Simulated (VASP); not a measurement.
# CsI (Pm-3m) in VASP: notebook

The runs below take CsI through electric field gradients, with PBE.

Everything below comes from runs of VASP 6.6.1. Logs are shortened: lines on timing, memory, paths and dates and some standing lists are left out, and cuts for length are marked.

## 1. The cell of the first run

Symmetry: Pm-3m, No. 221, cubic system. Conventional cell: a = 3.575 Å, b = 3.575 Å, c = 3.575 Å, α = 90.00°, β = 90.00°, γ = 90.00°. Cs (site symmetry m-3m) has 8 I at 3.10 Å and 6 Cs at 3.57 Å within 4.1 Å. I (site symmetry m-3m) has 8 Cs at 3.10 Å and 6 I at 3.57 Å within 4.1 Å.

## 2. Electric field gradients, PBE (volume scaled by 0.45)

File INCAR:

```
SYSTEM = CsI
PREC = Accurate ; ENCUT = 400
EDIFF = 1E-8 ; ISMEAR = -1
SIGMA = 0.03 ; LREAL = .FALSE.
LASPH = .TRUE. ; NELM = 120
ALGO = Normal ; ISIF = 2
LWAVE = .FALSE. ; LCHARG = .FALSE.
GGA = PE ; LEFG = .TRUE.
NBANDS = 15 ; GGA_COMPAT = .FALSE.
```

File KPOINTS:

```
Automatic mesh
0
G
  6 6 6
  0 0 0
```

File POSCAR:

```
CsI
1.0
    3.5749959597      0.0000000000      0.0000000000
    0.0000000000      3.5749959597      0.0000000000
    0.0000000000      0.0000000000      3.5749959597
Cs I
1 1
Direct
    0.0000000000      0.0000000000      0.0000000000
    0.5000000000      0.5000000000      0.5000000000
```

Potentials or basis: VASP PAW PBE potentials, release 64 (Cs_sv, I).

Command:

```bash
$ cat potpaw_PBE.64/Cs_sv/POTCAR potpaw_PBE.64/I/POTCAR > POTCAR
$ mpirun -np 1 vasp_std > vasp.out
```

OUTCAR:

```text
SYSTEM = CsI
   PREC = Accurate
   ENCUT = 400
   EDIFF = 1E-8
   ISMEAR = -1
   LREAL = .FALSE.
   LASPH = .TRUE.
   NELM = 120
   ISIF = 2
   GGA = PE

 ion  position               nearest neighbor table
   1  0.000  0.000  0.000-   2 3.10   2 3.10   2 3.10   2 3.10   2 3.10   2 3.10   2 3.10   2 3.10

   2  0.500  0.500  0.500-   1 3.10   1 3.10   1 3.10   1 3.10   1 3.10   1 3.10   1 3.10   1 3.10

  LATTYP: Found a simple cubic cell.
 ALAT       =     3.5749959597

  Lattice vectors:

 A1 = (   3.5749959597,   0.0000000000,   0.0000000000)
 A2 = (   0.0000000000,   3.5749959597,   0.0000000000)
 A3 = (   0.0000000000,   0.0000000000,   3.5749959597)

Analysis of symmetry for initial positions (statically):
=====================================================================
 Subroutine PRICEL returns:
 Original cell was already a primitive cell.

 Routine SETGRP: Setting up the symmetry group for a
 simple cubic supercell.

 Subroutine GETGRP returns: Found 48 space group operations
 (whereof 48 operations were pure point group operations)
 out of a pool of 48 trial point group operations.

The static configuration has the point symmetry O_h .

Analysis of symmetry for dynamics (positions and initial velocities):
=====================================================================
 Subroutine PRICEL returns:
 Original cell was already a primitive cell.

 Routine SETGRP: Setting up the symmetry group for a
 simple cubic supercell.

 Subroutine GETGRP returns: Found 48 space group operations
 (whereof 48 operations were pure point group operations)
 out of a pool of 48 trial point group operations.

The dynamic configuration has the point symmetry O_h .

 Subroutine INISYM returns: Found 48 space group operations
 (whereof 48 operations are pure point group operations),
 and found     1 'primitive' translations

----------------------------------------------------------------------------------------

                                     Primitive cell

  volume of cell :      45.6906

  direct lattice vectors                    reciprocal lattice vectors
     3.574995960  0.000000000  0.000000000     0.279720596  0.000000000  0.000000000
     0.000000000  3.574995960  0.000000000     0.000000000  0.279720596  0.000000000
     0.000000000  0.000000000  3.574995960     0.000000000  0.000000000  0.279720596

  length of vectors
[... 130 lines left out ...]
 Fermi energy:         9.0360886866

 k-point     1 :       0.0000    0.0000    0.0000
  band No.  band energies     occupation
      1     -13.5730      2.00000
      2      -4.4171      2.00000
      3       0.3036      2.00000
      4       0.3036      2.00000
      5       0.3036      2.00000
      6       8.6971      1.99998
      7       8.6971      1.99998
      8       8.6971      1.99998
      9       9.3629      0.00004
     10       9.3629      0.00004
     11      16.7668      0.00000
     12      16.7668      0.00000
     13      16.7668      0.00000
     14      16.8428      0.00000
[... 329 lines left out ...]
      2      -3.5072      2.00000
      3      -0.8917      2.00000
      4      -0.8917      2.00000
      5      -0.8917      2.00000
      6       3.1720      2.00000
      7       3.1720      2.00000
      8       3.1720      2.00000
      9      18.9725      0.00000
     10      18.9725      0.00000
     11      18.9725      0.00000
     12      20.7694      0.00000
     13      20.7694      0.00000
     14      20.7694      0.00000
     15      21.9954      0.00000

------------------------ aborting loop because EDIFF is reached ----------------------------------------

  FORCE on cell =-STRESS in cart. coord.  units (eV):
  Direction    XX          YY          ZZ          XY          YZ          ZX
  --------------------------------------------------------------------------------------
  -------------------------------------------------------------------------------------
  Total       16.7701088     16.7701088     16.7701088     -0.0000000      0.0000000     -0.0000000
  in kB      588.0575058    588.0575058    588.0575058     -0.0000000      0.0000000     -0.0000000
  external PRESSURE =     588.0575058 kB  Pullay stress =       0.0000000 kB

 VOLUME and BASIS-vectors are now :
 -----------------------------------------------------------------------------
  energy-cutoff  :      400.00
  volume of cell :       45.69
      direct lattice vectors                 reciprocal lattice vectors
     3.574995960  0.000000000  0.000000000     0.279720596  0.000000000  0.000000000
     0.000000000  3.574995960  0.000000000     0.000000000  0.279720596  0.000000000
     0.000000000  0.000000000  3.574995960     0.000000000  0.000000000  0.279720596

 POSITION                                       TOTAL-FORCE (eV/Angst)
 -----------------------------------------------------------------------------------
      0.00000      0.00000      0.00000         0.000000      0.000000      0.000000
      1.78750      1.78750      1.78750         0.000000      0.000000      0.000000
 -----------------------------------------------------------------------------------
    total drift:                               -0.000000     -0.000000     -0.000000

  FREE ENERGIE OF THE ION-ELECTRON SYSTEM (eV)
  ---------------------------------------------------
  free  energy   TOTEN  =        -0.7119375731 eV

  energy  without entropy=       -0.7119373234  energy(sigma->0) =       -0.71193745

 Electric field gradients (V/A^2)
---------------------------------------------------------------------
 ion       V_xx      V_yy      V_zz      V_xy      V_xz      V_yz
---------------------------------------------------------------------
   1       0.000    -0.000    -0.000     0.000     0.000    -0.000
   2      -0.000    -0.000     0.000     0.000    -0.000    -0.000
---------------------------------------------------------------------

 Electric field gradients after diagonalization (V/A^2)
 (convention: |V_zz| > |V_xx| > |V_yy|)
----------------------------------------------------------------------
 ion       V_xx      V_yy      V_zz     asymmetry (V_yy - V_xx)/ V_zz
----------------------------------------------------------------------
   1       0.000    -0.000    -0.000       0.157
   2      -0.000    -0.000     0.000       0.437
----------------------------------------------------------------------

           NMR quadrupolar parameters

 Cq : quadrupolar parameter    Cq=e*Q*V_zz/h
 eta: asymmetry parameters     (V_yy - V_xx)/ V_zz
 Q  : nuclear electric quadrupole moment in mb (millibarn)
----------------------------------------------------------------------
 ion       Cq(MHz)       eta       Q (mb)
----------------------------------------------------------------------
   1      -0.000       0.157       1.000
   2       0.000       0.437       1.000
----------------------------------------------------------------------
```

stdout:

```text
POSCAR found type information on POSCAR CsI
 POSCAR found :  2 types and       2 ions
 scaLAPACK will be used
 LDA part: xc-table for (Slater+PW92), standard interpolation
 POSCAR, INCAR and KPOINTS ok, starting setup
 FFT: planning ... GRIDC
 FFT: planning ... GRID_SOFT
 FFT: planning ... GRID
 WAVECAR not read
 entering main loop
ion   1

ion   2
```

It took 6.5 s on 1 thread of Intel Xeon 6975P-C (Granite Rapids), shared host; peak memory 0.13 GiB.

What came out:

| Item | Value |
| --- | --- |
| Free energy | -0.7119 eV |
| Pressure | 58.8 GPa |
| Band gap on the k mesh | 0.67 eV, direct |

Caveat: without QUAD_EFG the Cq values of the log hold for a quadrupole moment of 1 mb, not for the nuclei; spin-orbit coupling is left out, which moves the levels of the heavy elements.

## 3. Electric field gradients, PBE (volume scaled by 0.55)

File INCAR:

```
PREC = Accurate ; ENCUT = 400
EDIFF = 1E-8 ; ISMEAR = -1
SIGMA = 0.03 ; LREAL = False
LASPH = True ; NELM = 120
ALGO = Normal ; ISIF = 2
LWAVE = False ; LCHARG = False
GGA = PE ; LEFG = True
NBANDS = 15 ; GGA_COMPAT = False
```

File KPOINTS:

```
Automatic mesh
0
Gamma
  6 6 6
```

File POSCAR:

```
CsI
1.0
    3.8223074235      0.0000000000      0.0000000000
    0.0000000000      3.8223074235      0.0000000000
    0.0000000000      0.0000000000      3.8223074235
Cs I
1 1
Direct
    0.0000000000      0.0000000000      0.0000000000
    0.5000000000      0.5000000000      0.5000000000
```

Potentials or basis: VASP PAW PBE potentials, release 64 (Cs_sv, I).

Command:

```bash
$ cat potpaw_PBE.64/Cs_sv/POTCAR potpaw_PBE.64/I/POTCAR > POTCAR
$ mpirun -np 1 vasp_std > vasp.out
```

OUTCAR:

```text
PREC = Accurate
   ENCUT = 400
   EDIFF = 1E-8
   ISMEAR = -1
   LREAL = False
   LASPH = True
   NELM = 120
   ISIF = 2
   GGA = PE

 ion  position               nearest neighbor table
   1  0.000  0.000  0.000-   2 3.31   2 3.31   2 3.31   2 3.31   2 3.31   2 3.31   2 3.31   2 3.31

   2  0.500  0.500  0.500-   1 3.31   1 3.31   1 3.31   1 3.31   1 3.31   1 3.31   1 3.31   1 3.31

  LATTYP: Found a simple cubic cell.
 ALAT       =     3.8223074235

  Lattice vectors:

 A1 = (   3.8223074235,   0.0000000000,   0.0000000000)
 A2 = (   0.0000000000,   3.8223074235,   0.0000000000)
 A3 = (   0.0000000000,   0.0000000000,   3.8223074235)

Analysis of symmetry for initial positions (statically):
=====================================================================
 Subroutine PRICEL returns:
 Original cell was already a primitive cell.

 Routine SETGRP: Setting up the symmetry group for a
 simple cubic supercell.

 Subroutine GETGRP returns: Found 48 space group operations
 (whereof 48 operations were pure point group operations)
 out of a pool of 48 trial point group operations.

The static configuration has the point symmetry O_h .

Analysis of symmetry for dynamics (positions and initial velocities):
=====================================================================
 Subroutine PRICEL returns:
 Original cell was already a primitive cell.

 Routine SETGRP: Setting up the symmetry group for a
 simple cubic supercell.

 Subroutine GETGRP returns: Found 48 space group operations
 (whereof 48 operations were pure point group operations)
[... 498 lines left out ...]
      3      -2.5814      2.00000
      4      -2.5814      2.00000
      5      -2.5814      2.00000
      6       1.9307      2.00000
      7       1.9307      2.00000
      8       1.9307      2.00000
      9      14.9382      0.00000
     10      14.9382      0.00000
     11      14.9382      0.00000
     12      16.4579      0.00000
     13      16.4579      0.00000
     14      16.4579      0.00000
     15      18.1400      0.00000

------------------------ aborting loop because EDIFF is reached ----------------------------------------

  FORCE on cell =-STRESS in cart. coord.  units (eV):
  Direction    XX          YY          ZZ          XY          YZ          ZX
  --------------------------------------------------------------------------------------
  -------------------------------------------------------------------------------------
  Total        9.4313451      9.4313451      9.4313451      0.0000000      0.0000000      0.0000000
  in kB      270.5872794    270.5872794    270.5872794      0.0000000      0.0000000      0.0000000
  external PRESSURE =     270.5872794 kB  Pullay stress =       0.0000000 kB

 VOLUME and BASIS-vectors are now :
 -----------------------------------------------------------------------------
  energy-cutoff  :      400.00
  volume of cell :       55.84
      direct lattice vectors                 reciprocal lattice vectors
     3.822307423  0.000000000  0.000000000     0.261622075  0.000000000  0.000000000
     0.000000000  3.822307423  0.000000000     0.000000000  0.261622075  0.000000000
     0.000000000  0.000000000  3.822307423     0.000000000  0.000000000  0.261622075

 POSITION                                       TOTAL-FORCE (eV/Angst)
 -----------------------------------------------------------------------------------
      0.00000      0.00000      0.00000         0.000000      0.000000      0.000000
      1.91115      1.91115      1.91115         0.000000      0.000000      0.000000
 -----------------------------------------------------------------------------------
    total drift:                               -0.000000      0.000000      0.000000

  FREE ENERGIE OF THE ION-ELECTRON SYSTEM (eV)
  ---------------------------------------------------
  free  energy   TOTEN  =        -3.2933970759 eV

  energy  without entropy=       -3.2933970759  energy(sigma->0) =       -3.29339708

 Electric field gradients (V/A^2)
---------------------------------------------------------------------
 ion       V_xx      V_yy      V_zz      V_xy      V_xz      V_yz
---------------------------------------------------------------------
   1       0.000     0.000    -0.000    -0.000     0.000     0.000
   2       0.000     0.000    -0.000    -0.000     0.000    -0.000
---------------------------------------------------------------------

 Electric field gradients after diagonalization (V/A^2)
 (convention: |V_zz| > |V_xx| > |V_yy|)
----------------------------------------------------------------------
 ion       V_xx      V_yy      V_zz     asymmetry (V_yy - V_xx)/ V_zz
----------------------------------------------------------------------
   1       0.000     0.000    -0.000       0.055
   2       0.000     0.000    -0.000       0.063
----------------------------------------------------------------------

           NMR quadrupolar parameters

 Cq : quadrupolar parameter    Cq=e*Q*V_zz/h
 eta: asymmetry parameters     (V_yy - V_xx)/ V_zz
 Q  : nuclear electric quadrupole moment in mb (millibarn)
----------------------------------------------------------------------
 ion       Cq(MHz)       eta       Q (mb)
----------------------------------------------------------------------
   1      -0.000       0.055       1.000
   2      -0.000       0.063       1.000
----------------------------------------------------------------------
```

It took 7.2 s on 1 thread of Intel Xeon 6975P-C (Granite Rapids), shared host; peak memory 0.15 GiB.

Results:

```
Free energy            : -3.2934 eV
Pressure               : 27.1 GPa
Band gap on the k mesh : 2.24 eV, direct
```

Levels at points of the mesh, in eV from the valence-band top:
```
           k point  band 5  band 6  band 7  band 8  band 9  band 10  band 11  band 12
(0.00, 0.00, 0.00)   -7.40    0.00    0.00    0.00    2.24     2.24     6.56     8.33
(0.50, 0.00, 0.00)   -6.94   -3.54   -1.17   -1.17    3.92     5.61     8.95     8.98
(0.50, 0.50, 0.00)   -6.73   -1.21   -1.21   -0.38    3.46     4.71     5.39     5.39
(0.50, 0.50, 0.50)   -8.25   -3.74   -3.74   -3.74    9.27     9.27     9.27    10.79
```

Caveat: without QUAD_EFG the Cq values of the log hold for a quadrupole moment of 1 mb, not for the nuclei; spin-orbit coupling is left out, which moves the levels of the heavy elements. A k mesh can miss the band edges.
